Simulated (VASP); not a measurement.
Write the native input for VASP 6.6.1 that does the following.

| Quantity | Value |
| --- | --- |
| Task | single point |
| Functional | LDA |
| Potentials or basis | VASP PAW LDA potentials, release 64 (Rb_sv) |
| Cutoff | 520 eV |
| k mesh | 6 × 6 × 6 |
| Occupations | methfessel-paxton, width 0.05 eV |
| Spin | no spin polarisation |
| Dipole correction | no |
| Further INCAR settings | ALGO = Normal; EDIFF = 1e-06; NBANDS = 10 |

The structure of Rb lies in POSCAR:

```
Rb
1.0
   -2.7048134323      2.7048134323      2.7048134323
    2.7048134323     -2.7048134323      2.7048134323
    2.7048134323      2.7048134323     -2.7048134323
Rb
1
Direct
    0.0000000000      0.0000000000      0.0000000000
```

The input as run:

INCAR

```
  PREC = Accurate
  ENCUT = 520
  EDIFF = 1E-6
  ISMEAR = 1
  SIGMA = 0.05
  LREAL = False
  LASPH = True
  NELM = 60
  ALGO = Normal
  ISIF = 2
  LWAVE = False
  LCHARG = True
  LELF = True
  LVHAR = True
  NBANDS = 10
```

KPOINTS

```
regular mesh
0
Gamma
  6 6 6
```

Potentials or basis: VASP PAW LDA potentials, release 64 (Rb_sv).

Run with:

```sh
$ cat potpaw_LDA.64/Rb_sv/POTCAR > POTCAR
$ mpirun -np 1 vasp_std > vasp.out
```

It gave:

```
Pressure : 0.0 GPa
```

Run time: 18 s on 1 thread of AMD EPYC 7R13, with other jobs on the host, peak memory 0.14 GiB.
